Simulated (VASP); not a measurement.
# Na (Im-3m) in VASP: notebook

Na is run at these levels: RPBE; tasks: single point.

Everything below comes from runs of VASP 6.6.1. Logs are shortened: lines on timing, memory, paths and dates and some standing lists are left out, and cuts for length are marked.

### 1 The cell of the first run

It takes space group Im-3m (No. 229, cubic). Conventional cell: a = 4.287 Å, b = 4.287 Å, c = 4.287 Å, α = 90.00°, β = 90.00°, γ = 90.00°. Na (site symmetry m-3m) has 14 Na at 3.71 to 4.29 Å within 4.9 Å.

### 2 Single point, RPBE

The input, INCAR:

```
PREC     = Accurate       # precision mode
ENCUT    = 520            # plane-wave cutoff, eV
EDIFF    = 1E-6           # SCF threshold, eV
ISMEAR   = -1             # smearing method
SIGMA    = 0.1            # smearing width, eV
LREAL    = F              # projectors in reciprocal space
LASPH    = T              # aspherical terms in the spheres
NELM     = 60             # most SCF steps
ALGO     = Normal         # electronic algorithm
ISIF     = 2              # what is computed and relaxed
LWAVE    = F              # write WAVECAR
LCHARG   = F              # write CHGCAR
GGA      = RP             # functional
NBANDS   = 10             # bands
```

The input, KPOINTS:

```
regular mesh
0
Gamma
  11 11 11
```

The input, POSCAR:

```
Na
1.0
   -2.1435229527      2.1435229527      2.1435229527
    2.1435229527     -2.1435229527      2.1435229527
    2.1435229527      2.1435229527     -2.1435229527
Na
1
Direct
    0.0000000000      0.0000000000      0.0000000000
```

Potentials or basis: VASP PAW PBE potentials, release 64 (Na_pv).

Launch:

```sh
$ cat potpaw_PBE.64/Na_pv/POTCAR > POTCAR
$ mpirun -np 1 vasp_std > vasp.out
```

OUTCAR:

```text
PREC = Accurate
   ENCUT = 520
   EDIFF = 1E-6
   ISMEAR = -1
   LREAL = F
   LASPH = T
   NELM = 60
   ISIF = 2
   GGA = RP

 ion  position               nearest neighbor table
   1  0.000  0.000  0.000-

  LATTYP: Found a body centered cubic cell.
 ALAT       =     4.2870459054

  Lattice vectors:

 A1 = (  -2.1435229527,   2.1435229527,   2.1435229527)
 A2 = (   2.1435229527,  -2.1435229527,   2.1435229527)
 A3 = (   2.1435229527,   2.1435229527,  -2.1435229527)

Analysis of symmetry for initial positions (statically):
=====================================================================
 Subroutine PRICEL returns:
 Original cell was already a primitive cell.

 Routine SETGRP: Setting up the symmetry group for a
 body centered cubic supercell.

 Subroutine GETGRP returns: Found 48 space group operations
 (whereof 48 operations were pure point group operations)
 out of a pool of 48 trial point group operations.

The static configuration has the point symmetry O_h .

Analysis of symmetry for dynamics (positions and initial velocities):
=====================================================================
 Subroutine PRICEL returns:
 Original cell was already a primitive cell.

 Routine SETGRP: Setting up the symmetry group for a
 body centered cubic supercell.

 Subroutine GETGRP returns: Found 48 space group operations
 (whereof 48 operations were pure point group operations)
 out of a pool of 48 trial point group operations.

The dynamic configuration has the point symmetry O_h .

 Subroutine INISYM returns: Found 48 space group operations
 (whereof 48 operations are pure point group operations),
 and found     1 'primitive' translations

----------------------------------------------------------------------------------------

                                     Primitive cell

  volume of cell :      39.3953

  direct lattice vectors                    reciprocal lattice vectors
    -2.143522953  2.143522953  2.143522953     0.000000000  0.233260857  0.233260857
     2.143522953 -2.143522953  2.143522953     0.233260857  0.000000000  0.233260857
     2.143522953  2.143522953 -2.143522953     0.233260857  0.233260857  0.000000000

  length of vectors
     3.712690661  3.712690661  3.712690661     0.329880667  0.329880667  0.329880667

  position of ions in fractional coordinates (direct lattice)
     0.000000000  0.000000000  0.000000000

  ion indices of the primitive-cell ions
   primitive index   ion index
                 1           1

----------------------------------------------------------------------------------------

 KPOINTS: regular mesh

Automatic generation of k-mesh.
 Grid dimensions read from file:
 generate k-points for:   11   11   11

 Generating k-lattice:

  Cartesian coordinates                     Fractional coordinates (reciprocal lattice)
     0.000000000  0.021205532  0.021205532     0.090909091  0.000000000  0.000000000
     0.021205532  0.000000000  0.021205532     0.000000000  0.090909091  0.000000000
     0.021205532  0.021205532  0.000000000     0.000000000  0.000000000  0.090909091

  Length of vectors
     0.029989152  0.029989152  0.029989152

  Shift w.r.t. Gamma in fractional coordinates (k-lattice)
     0.000000000  0.000000000  0.000000000

 Subroutine IBZKPT returns following result:
 ===========================================

 Found     56 irreducible k-points:

 Following reciprocal coordinates:
            Coordinates               Weight
  0.000000  0.000000  0.000000      1.000000
  0.090909  0.000000  0.000000     12.000000
  0.181818  0.000000  0.000000     12.000000
  0.272727  0.000000  0.000000     12.000000
  0.363636  0.000000  0.000000     12.000000
  0.454545  0.000000  0.000000     12.000000
[... 16 lines left out ...]
  0.272727  0.181818  0.090909     48.000000
  0.363636  0.181818  0.090909     24.000000
 [... further k-points ...]
   k-points           NKPTS =     56   k-points in BZ     NKDIM =     56   number of bands    NBANDS=     10
   number of dos      NEDOS =    301   number of ions     NIONS =      1
   total plane-waves  NPLWV =  21952
   dimension x,y,z NGX =    28 NGY =   28 NGZ =   28
   dimension x,y,z NGXF=    56 NGYF=   56 NGZF=   56
   ions per type =               1
   NGX,Y,Z   is equivalent  to a cutoff of  12.54, 12.54, 12.54 a.u.
   NGXF,Y,Z  is equivalent  to a cutoff of  25.08, 25.08, 25.08 a.u.
 SYSTEM =  unknown system
   PREC   = accura    normal or accurate (medium, high low for compatibility)
   ISTART =      0    job   : 0-new  1-cont  2-samecut
   ICHARG =      2    charge: 1-file 2-atom 10-const
   ISPIN  =      1    spin polarized calculation?
   LNONCOLLINEAR =      F non collinear calculations
   LSORBIT =      F    spin-orbit coupling
   LASPH  =      T    aspherical Exc in radial PAW
   ENCUT  =  520.0 eV  38.22 Ry    6.18 a.u.   6.90  6.90  6.90*2*pi/ulx,y,z
   NELM   =     60;   NELMIN=  2; NELMDL= -5     # of ELM steps
   EDIFF  = 0.1E-05   stopping-criterion for ELM
   LREAL  =      F    real-space projection
   EDIFFG = 0.1E-04   stopping-criterion for IOM
   NSW    =      0    number of steps for IOM
   IBRION =     -1    ionic relax: 0-MD 1-quasi-New 2-CG
   NFREE  =      0    steps in history (QN), initial steepest desc. (CG)
   ISIF   =      2    stress and relaxation
   ISYM   =      2    0-nonsym 1-usesym 2-fastsym
   POTIM  = 0.5000    time-step for ionic-motion
   TEBEG  =    0.0;   TEEND  =   0.0 temperature during run
   PSTRESS=    0.0 pullay stress
   NELECT =       7.0000    total number of electrons
   NUPDOWN=      -1.0000    fix difference up-down
   EMIN   =  10.00;   EMAX   =-10.00  energy-range for DOS
   EFERMI =   0.00;   METHOD = LEGACY
   ISMEAR =    -1;   SIGMA  =   0.10  broadening in eV -4-tet -1-fermi 0-gaus
   EFERMI_NEDOS =   21; number of points for ismear=-14 and -15
   IALGO  =     38    algorithm
   IMIX   =      4    mixing-type and parameters
     AMIX     =   0.40;   BMIX     =  1.00
     AMIX_MAG =   1.60;   BMIX_MAG =  1.00
  volume/ion in A,a.u.               =      39.40       265.85
  Fermi-wavevector in a.u.,A,eV,Ry     =   0.920363  1.739235 11.525072  0.847069
  Thomas-Fermi vector in A             =   2.045661
   LORBIT       =      0    0 simple, 1 ext, 2 COOP (PROOUT), +10 PAW based schemes
   GGA     = RP    functional components
   LHFCALC =     F    Hartree Fock is set to
   AEXX    =    0.0000 exact exchange contribution
   IVDW    =     0    specifies the selected vdW correction
   LEPSILON=     F    determine dielectric tensor
   LRPA    =     F    only Hartree local field effects (RPA)
 non-spin polarized calculation
  energy-cutoff  :      520.00
  volume of cell :       39.40
 maximum number of plane-waves:      1072
   NGX = 13   NGY = 13   NGZ = 13

 number of electron       7.0000010 magnetization

 Free energy of the ion-electron system (eV)
  ---------------------------------------------------
  ext. energy  EPLUGINS =         0.00000000
  ---------------------------------------------------
  free energy    TOTEN  =        -1.20472403 eV

  energy without entropy =       -1.19015541  energy(sigma->0) =       -1.19743972

 E-fermi :   0.2928     XC(G=0):  -6.2357

 val. band max:        0.2388612506   @ k =  -0.3636   0.4545   0.0909
 cond. band min:       0.3697503477   @ k =   0.1818   0.1818   0.1818
 fundamental gap:      0.1308890971
 Fermi energy:         0.2928266054

 k-point     1 :       0.0000    0.0000    0.0000
  band No.  band energies     occupation
      1     -24.6758      2.00000
      2     -24.6758      2.00000
      3     -24.6758      2.00000
      4      -2.8778      2.00000
      5      11.6429      0.00000
      6      11.6429      0.00000
      7      11.6429      0.00000
      8      12.5550      0.00000
      9      12.5550      0.00000
     10      13.0366      0.00000

 k-point     2 :       0.0909    0.0000    0.0000
  band No.  band energies     occupation
      1     -24.6780      2.00000
      2     -24.6765      2.00000
      3     -24.6758      2.00000
      4      -2.7384      2.00000
      5       9.9584      0.00000
      6      10.8335      0.00000
      7      11.1257      0.00000
      8      11.6044      0.00000
      9      11.9927      0.00000
     10      13.3865      0.00000

 k-point     3 :       0.1818    0.0000    0.0000
  band No.  band energies     occupation
      1     -24.6840      2.00000
      2     -24.6786      2.00000
      3     -24.6757      2.00000
      4      -2.3223      2.00000
      5       7.6738      0.00000
      6       9.8266      0.00000
      7      10.3651      0.00000
      8      10.6484      0.00000
      9      11.5385      0.00000
     10      13.6383      0.00000

 k-point     4 :       0.2727    0.0000    0.0000
  band No.  band energies     occupation
      1     -24.6919      2.00000
      2     -24.6813      2.00000
      3     -24.6757      2.00000
      4      -1.6359      2.00000
      5       5.5623      0.00000
      6       9.0409      0.00000
      7       9.7496      0.00000
      8       9.9263      0.00000
      9      10.9730      0.00000
     10      14.2440      0.00000
[... 222 lines left out ...]
 k-point    22 :       0.1818    0.1818    0.0909
  band No.  band energies     occupation
      1     -24.6974      2.00000
      2     -24.6827      2.00000
      3     -24.6793      2.00000
      4      -0.5556      1.99959
      5       4.8608      0.00000
      6       5.4265      0.00000
      7       7.0463      0.00000
      8      13.2834      0.00000
      9      13.8312      0.00000
     10      15.0779      0.00000

 k-point    23 :       0.2727    0.1818    0.0909
  band No.  band energies     occupation
      1     -24.6987      2.00000
      2     -24.6865      2.00000
      3     -24.6799      2.00000
      4       0.4994      0.22491
      5       3.3515      0.00000
      6       4.8475      0.00000
      7       6.6016      0.00000
      8      13.2019      0.00000
      9      14.3310      0.00000
     10      15.1120      0.00000

 k-point    24 :       0.3636    0.1818    0.0909
  band No.  band energies     occupation
      1     -24.6987      2.00000
      2     -24.6884      2.00000
      3     -24.6800      2.00000
      4       1.5851      0.00000
      5       2.0587      0.00000
      6       4.7018      0.00000
      7       6.4599      0.00000
      8      13.1123      0.00000
      9      14.4563      0.00000
     10      15.5421      0.00000

 [... further k-points ...]
[... 5 lines left out ...]
  --------------------------------------------------------------------------------------
  -------------------------------------------------------------------------------------
  Total        0.0049599      0.0049599      0.0049599      0.0000000     -0.0000000      0.0000000
  in kB        0.2017138      0.2017138      0.2017138      0.0000000     -0.0000000      0.0000000
  external PRESSURE =       0.2017138 kB  Pullay stress =       0.0000000 kB

 VOLUME and BASIS-vectors are now :
 -----------------------------------------------------------------------------
  energy-cutoff  :      520.00
  volume of cell :       39.40
      direct lattice vectors                 reciprocal lattice vectors
    -2.143522953  2.143522953  2.143522953     0.000000000  0.233260857  0.233260857
     2.143522953 -2.143522953  2.143522953     0.233260857  0.000000000  0.233260857
     2.143522953  2.143522953 -2.143522953     0.233260857  0.233260857  0.000000000

 POSITION                                       TOTAL-FORCE (eV/Angst)
 -----------------------------------------------------------------------------------
      0.00000      0.00000      0.00000        -0.000000     -0.000000      0.000000
 -----------------------------------------------------------------------------------
    total drift:                                0.000000     -0.000000     -0.000000

  FREE ENERGIE OF THE ION-ELECTRON SYSTEM (eV)
  ---------------------------------------------------
  free  energy   TOTEN  =        -1.2047240337 eV

  energy  without entropy=       -1.1901554145  energy(sigma->0) =       -1.19743972
```

Run time: 10 s. Hardware: 1 thread of Intel Xeon Platinum 8559C (Emerald Rapids), shared host; peak memory 0.16 GiB.

Results:

```
Free energy : -1.2047 eV
Pressure    : 0.0 GPa
```

Levels at points of the mesh, in eV from the Fermi level:
```tsv
k point	band 1	band 2	band 3	band 4	band 5	band 6	band 7	band 8
(0.00, 0.00, 0.00)	-24.97	-24.97	-24.97	-3.17	11.35	11.35	11.35	12.26
```

Caveat: the PAW data sets were made with another functional, which shifts forces and pressure a little.

### 3 Single point, RPBE (volume scaled by 0.88)

The input, INCAR:

```
SYSTEM = Na
PREC = Accurate
ENCUT = 520
EDIFF = 1E-6
ISMEAR = -1
SIGMA = 0.1
LREAL = .FALSE.
LASPH = .TRUE.
NELM = 60
ALGO = Normal
ISIF = 2
LWAVE = .FALSE.
LCHARG = .FALSE.
GGA = RP
NBANDS = 10
```

The input, KPOINTS:

```
regular mesh
0
G
  17 17 17
  0 0 0
```

The input, POSCAR:

```
Na
1.0
   -2.0541036879      2.0541036879      2.0541036879
    2.0541036879     -2.0541036879      2.0541036879
    2.0541036879      2.0541036879     -2.0541036879
Na
1
Direct
    0.0000000000      0.0000000000      0.0000000000
```

Potentials or basis: VASP PAW PBE potentials, release 64 (Na_pv).

Launch:

```sh
$ cat potpaw_PBE.64/Na_pv/POTCAR > POTCAR
$ mpirun -np 1 vasp_std > vasp.out
```

OUTCAR:

```text
SYSTEM = Na
   PREC = Accurate
   ENCUT = 520
   EDIFF = 1E-6
   ISMEAR = -1
   LREAL = .FALSE.
   LASPH = .TRUE.
   NELM = 60
   ISIF = 2
   GGA = RP

 ion  position               nearest neighbor table
   1  0.000  0.000  0.000-

  LATTYP: Found a body centered cubic cell.
 ALAT       =     4.1082073758

  Lattice vectors:

 A1 = (  -2.0541036879,   2.0541036879,   2.0541036879)
 A2 = (   2.0541036879,  -2.0541036879,   2.0541036879)
[... 490 lines left out ...]
     10      15.9564      0.00000

 [... further k-points ...]

------------------------ aborting loop because EDIFF is reached ----------------------------------------

  FORCE on cell =-STRESS in cart. coord.  units (eV):
  Direction    XX          YY          ZZ          XY          YZ          ZX
  --------------------------------------------------------------------------------------
  -------------------------------------------------------------------------------------
  Total        0.2490146      0.2490146      0.2490146      0.0000000      0.0000000     -0.0000000
  in kB       11.5082263     11.5082263     11.5082263      0.0000000      0.0000000     -0.0000000
  external PRESSURE =      11.5082263 kB  Pullay stress =       0.0000000 kB

 VOLUME and BASIS-vectors are now :
 -----------------------------------------------------------------------------
  energy-cutoff  :      520.00
  volume of cell :       34.67
      direct lattice vectors                 reciprocal lattice vectors
    -2.054103688  2.054103688  2.054103688     0.000000000  0.243415171  0.243415171
     2.054103688 -2.054103688  2.054103688     0.243415171  0.000000000  0.243415171
     2.054103688  2.054103688 -2.054103688     0.243415171  0.243415171  0.000000000

 POSITION                                       TOTAL-FORCE (eV/Angst)
 -----------------------------------------------------------------------------------
      0.00000      0.00000      0.00000         0.000000     -0.000000      0.000000
 -----------------------------------------------------------------------------------
    total drift:                               -0.000000     -0.000000     -0.000000

  FREE ENERGIE OF THE ION-ELECTRON SYSTEM (eV)
  ---------------------------------------------------
  free  energy   TOTEN  =        -1.1868833506 eV

  energy  without entropy=       -1.1714802383  energy(sigma->0) =       -1.17918179
```

OSZICAR:

```text
N       E                     dE             d eps       ncg     rms          rms(c)
DAV:   1     0.277755279192E+02    0.27776E+02   -0.38631E+03  3304   0.596E+02
DAV:   2    -0.585764773418E+00   -0.28361E+02   -0.28187E+02  3420   0.150E+02
DAV:   3    -0.118261458976E+01   -0.59685E+00   -0.59645E+00  4080   0.235E+01
DAV:   4    -0.118686973051E+01   -0.42551E-02   -0.42548E-02  3862   0.191E+00
DAV:   5    -0.118692549853E+01   -0.55768E-04   -0.55767E-04  3774   0.217E-01    0.244E-01
DAV:   6    -0.118705368191E+01   -0.12818E-03   -0.27645E-04  3860   0.246E-01    0.159E-01
DAV:   7    -0.118689361466E+01    0.16007E-03   -0.77738E-04  3528   0.379E-01    0.141E-02
DAV:   8    -0.118688334544E+01    0.10269E-04   -0.44092E-05  4182   0.108E-01    0.203E-03
DAV:   9    -0.118688335057E+01   -0.51299E-08   -0.37566E-07  2264   0.942E-03
   1 F= -.11868834E+01 E0= -.11791818E+01  d E =-.154031E-01
```

stdout:

```text
POSCAR found type information on POSCAR Na
 POSCAR found :  1 types and       1 ions
 scaLAPACK will be used
 -----------------------------------------------------------------------------
|                                                                             |
|                                                                             |
|     You enforced a specific xc type in the INCAR file but a different       |
|     I HOPE YOU KNOW WHAT YOU ARE DOING!                                     |
|                                                                             |
 -----------------------------------------------------------------------------

 LDA part: xc-table for (Slater+PW92), standard interpolation
 POSCAR, INCAR and KPOINTS ok, starting setup
 FFT: planning ... GRIDC
 FFT: planning ... GRID_SOFT
 FFT: planning ... GRID
 WAVECAR not read
 entering main loop
```

Run time: 20 s. Hardware: 1 thread of Intel Xeon Platinum 8559C (Emerald Rapids), shared host; peak memory 0.18 GiB.

Results:

| Item | Value |
| --- | --- |
| Free energy | -1.1869 eV |
| Pressure | 1.2 GPa |

Caveat: the PAW data sets were made with another functional, which shifts forces and pressure a little.
